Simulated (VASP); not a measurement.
Write the native input for VASP 6.6.1 that does the following.

```
Task                   : single point
Functional             : PBEsol
Potentials or basis    : VASP PAW PBE potentials, release 64 (C)
Cutoff                 : 600 eV
k mesh                 : 18 × 18 × 2
Occupations            : gaussian, width 0.05 eV
Spin                   : no spin polarisation
Dipole correction      : no
Further INCAR settings : ALGO = Normal; EDIFF = 1e-06; NBANDS = 36
```

The structure of C lies in POSCAR:

```
C
1.0
    2.4562499600      0.0000000000      0.0000000000
   -1.2281249800      2.1271748600      0.0000000000
    0.0000000000      0.0000000000     29.4918787000
C
12
Direct
    0.6666666700      0.3333333300      0.9983718000
    0.6666666700      0.3333333300      0.4983719100
    0.6666666700      0.3333333300      0.7327879500
    0.6666666700      0.3333333300      0.2327903300
    0.0000000000      0.0000000000      0.6158379900
    0.3333333300      0.6666666700      0.2327879500
    0.0000000000      0.0000000000      0.1158379900
    0.6666666700      0.3333333300      0.6158400100
    0.3333333300      0.6666666700      0.7327903300
    0.3333333300      0.6666666700      0.1158400100
    0.3333333300      0.6666666700      0.4983718000
    0.3333333300      0.6666666700      0.9983719100
```

These files were run (other wordings do the same):

INCAR

```
SYSTEM = C
PREC = Accurate
ENCUT = 600
EDIFF = 1E-6
ISMEAR = 0
SIGMA = 0.05
LREAL = .FALSE.
LASPH = .TRUE.
NELM = 120
ALGO = Normal
ISIF = 2
LWAVE = .FALSE.
LCHARG = .FALSE.
GGA = PS
NBANDS = 36
GGA_COMPAT = .FALSE.
```

KPOINTS

```
regular mesh
0
G
  18 18 2
  0 0 0
```

Potentials or basis: VASP PAW PBE potentials, release 64 (C).

Launch:

```console
$ cat potpaw_PBE.64/C/POTCAR > POTCAR
$ mpirun -np 1 vasp_std > vasp.out
```

Results of the run:

```yaml
Pressure: 0.9 GPa
Largest_force: 0.016 eV/Å
Band_gap_on_the_k_mesh: 0.00 eV, direct
```

Caveat: the PAW data sets were made with another functional, which shifts forces and pressure a little.

Run time: 11 min on 1 thread of Intel Xeon 6975P-C, on a shared host, peak memory 0.51 GiB.
